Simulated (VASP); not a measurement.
# MgBe2S3 (P6/mmm) in VASP: single point with PBE

Aim: the single point of MgBe2S3 with PBE.

Everything below comes from runs of VASP 6.6.1. Logs are shortened: lines on timing, memory, paths and dates and some standing lists are left out, and cuts for length are marked.

## 1. The cell of the first run

The structure is hexagonal, space group P6/mmm (No. 191). Conventional cell: a = 4.538 Å, b = 4.538 Å, c = 6.072 Å, α = 90.00°, β = 90.00°, γ = 120.00°. Within 2.9 Å of Mg (site symmetry 6/mmm) lie 2 Be at 2.22 Å. Be (site symmetry 6mm) has 1 Be at 1.63 Å within 2.2 Å. Within 3.0 Å of S (site symmetry mmm) lie 4 S at 2.27 Å and 4 Be at 2.41 Å.

## 2. Single point, PBE

INCAR reads:

```
  ALGO = Normal
  EDIFF = 1E-7
  ENCUT = 520
  GGA = PE
  ISIF = 2
  ISMEAR = 0
  LASPH = True
  LCHARG = False
  LREAL = False
  LWAVE = False
  NBANDS = 21
  NELM = 80
  PREC = Accurate
  SIGMA = 0.1
```

KPOINTS reads:

```
k-points
0
Gamma
  6 6 4
```

POSCAR reads:

```
MgBe2S3
1.0
    4.5379726800      0.0000000000      0.0000000000
   -2.2689863400      3.9299996300      0.0000000000
    0.0000000000      0.0000000000      6.0720966600
Mg Be S
1 2 3
Direct
    0.0000000000      0.0000000000      0.5000000000
    0.0000000000      0.0000000000      0.8657374600
    0.0000000000      0.0000000000      0.1342625400
    0.5000000000      0.0000000000      0.0000000000
    0.0000000000      0.5000000000      0.0000000000
    0.5000000000      0.5000000000      0.0000000000
```

Potentials or basis: VASP PAW PBE potentials, release 64 (Mg, Be, S).

Command:

```console
cat potpaw_PBE.64/Mg/POTCAR potpaw_PBE.64/Be/POTCAR potpaw_PBE.64/S/POTCAR > POTCAR
mpirun -np 1 vasp_std > vasp.out
```

OUTCAR:

```text
EDIFF = 1E-7
   ENCUT = 520
   GGA = PE
   ISIF = 2
   ISMEAR = 0
   LASPH = True
   LREAL = False
   NELM = 80
   PREC = Accurate

 ion  position               nearest neighbor table
   1  0.000  0.000  0.500-   2 2.22   3 2.22
   2  0.000  0.000  0.866-   3 1.63   1 2.22   4 2.41   4 2.41   6 2.41   5 2.41   5 2.41   6 2.41

   3  0.000  0.000  0.134-   2 1.63   1 2.22   4 2.41   4 2.41   6 2.41   5 2.41   5 2.41   6 2.41

   4  0.500  0.000  0.000-   5 2.27   6 2.27   6 2.27   5 2.27   2 2.41   2 2.41   3 2.41   3 2.41

   5  0.000  0.500  0.000-   6 2.27   6 2.27   4 2.27   4 2.27   2 2.41   3 2.41   2 2.41   3 2.41

   6  0.500  0.500  0.000-   5 2.27   5 2.27   4 2.27   4 2.27   2 2.41   3 2.41   2 2.41   3 2.41

  LATTYP: Found a hexagonal cell.
 ALAT       =     4.5379726800
 C/A-ratio  =     1.3380637320

  Lattice vectors:

 A1 = (   4.5379726800,   0.0000000000,   0.0000000000)
 A2 = (  -2.2689863400,   3.9299996300,   0.0000000000)
 A3 = (   0.0000000000,   0.0000000000,   6.0720966600)

Analysis of symmetry for initial positions (statically):
=====================================================================
 Subroutine PRICEL returns:
 Original cell was already a primitive cell.

 Routine SETGRP: Setting up the symmetry group for a
 hexagonal supercell.

 Subroutine GETGRP returns: Found 24 space group operations
 (whereof 24 operations were pure point group operations)
 out of a pool of 24 trial point group operations.

The static configuration has the point symmetry D_6h.

Analysis of symmetry for dynamics (positions and initial velocities):
=====================================================================
 Subroutine PRICEL returns:
 Original cell was already a primitive cell.

 Routine SETGRP: Setting up the symmetry group for a
 hexagonal supercell.

 Subroutine GETGRP returns: Found 24 space group operations
 (whereof 24 operations were pure point group operations)
 out of a pool of 24 trial point group operations.

The dynamic configuration has the point symmetry D_6h.

 Subroutine INISYM returns: Found 24 space group operations
 (whereof 24 operations are pure point group operations),
 and found     1 'primitive' translations

[... 97 lines left out ...]
   NELM   =     80;   NELMIN=  2; NELMDL= -5     # of ELM steps
   EDIFF  = 0.1E-06   stopping-criterion for ELM
   LREAL  =      F    real-space projection
   EDIFFG = 0.1E-05   stopping-criterion for IOM
   NSW    =      0    number of steps for IOM
   IBRION =     -1    ionic relax: 0-MD 1-quasi-New 2-CG
   NFREE  =      0    steps in history (QN), initial steepest desc. (CG)
   ISIF   =      2    stress and relaxation
   ISYM   =      2    0-nonsym 1-usesym 2-fastsym
   POTIM  = 0.5000    time-step for ionic-motion
   TEBEG  =    0.0;   TEEND  =   0.0 temperature during run
   PSTRESS=    0.0 pullay stress
   NELECT =      24.0000    total number of electrons
   NUPDOWN=      -1.0000    fix difference up-down
   EMIN   =  10.00;   EMAX   =-10.00  energy-range for DOS
   EFERMI =   0.00;   METHOD = LEGACY
   ISMEAR =     0;   SIGMA  =   0.10  broadening in eV -4-tet -1-fermi 0-gaus
   EFERMI_NEDOS =   21; number of points for ismear=-14 and -15
   IALGO  =     38    algorithm
   IMIX   =      4    mixing-type and parameters
     AMIX     =   0.40;   BMIX     =  1.00
     AMIX_MAG =   1.60;   BMIX_MAG =  1.00
  volume/ion in A,a.u.               =      18.05       121.80
  Fermi-wavevector in a.u.,A,eV,Ry     =   0.990712  1.872175 13.354266  0.981511
  Thomas-Fermi vector in A             =   2.122402
   LORBIT       =      0    0 simple, 1 ext, 2 COOP (PROOUT), +10 PAW based schemes
   GGA     = PE    functional components
   LHFCALC =     F    Hartree Fock is set to
   AEXX    =    0.0000 exact exchange contribution
   IVDW    =     0    specifies the selected vdW correction
   LEPSILON=     F    determine dielectric tensor
   LRPA    =     F    only Hartree local field effects (RPA)
 non-spin polarized calculation
 Gauss-broadening in eV      SIGMA  =   0.10
  energy-cutoff  :      520.00
  volume of cell :      108.29
 maximum number of plane-waves:      2963
 NGX is ok and might be reduce to    36
   NGX = 17   NGY = 17   NGZ = 23

 number of electron      24.0000000 magnetization

 Free energy of the ion-electron system (eV)
  ---------------------------------------------------
  ext. energy  EPLUGINS =         0.00000000
  ---------------------------------------------------
  free energy    TOTEN  =       -13.37206402 eV

  energy without entropy =      -13.34278731  energy(sigma->0) =      -13.35742566

 E-fermi :   4.6596     XC(G=0):  -8.7172

 val. band max:        4.6459025323   @ k =   0.3333   0.1667   0.0000
 cond. band min:       4.6815136803   @ k =   0.3333   0.1667   0.2500
 fundamental gap:      0.0356111480
 Fermi energy:         4.6595724920

 k-point     1 :       0.0000    0.0000    0.0000
  band No.  band energies     occupation
      1     -14.1973      2.00000
      2      -6.8973      2.00000
      3      -6.8973      2.00000
      4      -6.0276      2.00000
      5      -3.9407      2.00000
      6      -3.9407      2.00000
[... 493 lines left out ...]
     20       9.8296      0.00000
     21      10.1349      0.00000

------------------------ aborting loop because EDIFF is reached ----------------------------------------

  FORCE on cell =-STRESS in cart. coord.  units (eV):
  Direction    XX          YY          ZZ          XY          YZ          ZX
  --------------------------------------------------------------------------------------
  -------------------------------------------------------------------------------------
  Total       10.7431127     10.7431127     17.2696657      0.0000000      0.0000000      0.0000000
  in kB      158.9452850    158.9452856    255.5062050      0.0000000      0.0000000      0.0000000
  external PRESSURE =     191.1322585 kB  Pullay stress =       0.0000000 kB

 VOLUME and BASIS-vectors are now :
 -----------------------------------------------------------------------------
  energy-cutoff  :      520.00
  volume of cell :      108.29
      direct lattice vectors                 reciprocal lattice vectors
     4.537972680  0.000000000  0.000000000     0.220362719  0.127226475  0.000000000
    -2.268986340  3.929999630  0.000000000     0.000000000  0.254452950  0.000000000
     0.000000000  0.000000000  6.072096660     0.000000000  0.000000000  0.164687760

 POSITION                                       TOTAL-FORCE (eV/Angst)
 -----------------------------------------------------------------------------------
      0.00000      0.00000      3.03605        -0.000000      0.000000      0.000000
      0.00000      0.00000      5.25684         0.000000     -0.000000     -4.132956
      0.00000      0.00000      0.81526        -0.000000      0.000000      4.132956
      2.26899      0.00000      0.00000        -0.000000      0.000000      0.000000
     -1.13449      1.96500      0.00000        -0.000000      0.000000      0.000000
      1.13449      1.96500      0.00000        -0.000000      0.000000      0.000000
 -----------------------------------------------------------------------------------
    total drift:                                0.000000      0.000000     -0.000000

  FREE ENERGIE OF THE ION-ELECTRON SYSTEM (eV)
  ---------------------------------------------------
  free  energy   TOTEN  =       -13.3720640193 eV

  energy  without entropy=      -13.3427873067  energy(sigma->0) =      -13.35742566
```

stdout:

```text
POSCAR found type information on POSCAR MgBeS
 POSCAR found :  3 types and       6 ions
 scaLAPACK will be used
 LDA part: xc-table for (Slater+PW92), standard interpolation
 POSCAR, INCAR and KPOINTS ok, starting setup
 FFT: planning ... GRIDC
 FFT: planning ... GRID_SOFT
 FFT: planning ... GRID
 WAVECAR not read
 entering main loop
```

Run time: 44 s. Hardware: 1 thread of Intel Xeon Platinum 8559C (Emerald Rapids), shared host; peak memory 0.25 GiB.

What came out:

- Free energy: -13.3721 eV
- Pressure: 19.1 GPa
- Largest force: 4.133 eV/Å
- Band gap on the k mesh: zero (band 12 reaches 5.53 eV, above the bottom of band 13 at 4.27 eV)

Forces on the atoms (eV/Å):
```
Mg   0.000  0.000  0.000
Be   0.000  0.000 -4.133
Be   0.000  0.000  4.133
S    0.000  0.000  0.000
S    0.000  0.000  0.000
S    0.000  0.000  0.000
```

Caveat: forces of over 1 eV/Å act on the atoms, so gaps and moduli don't describe the material at rest.
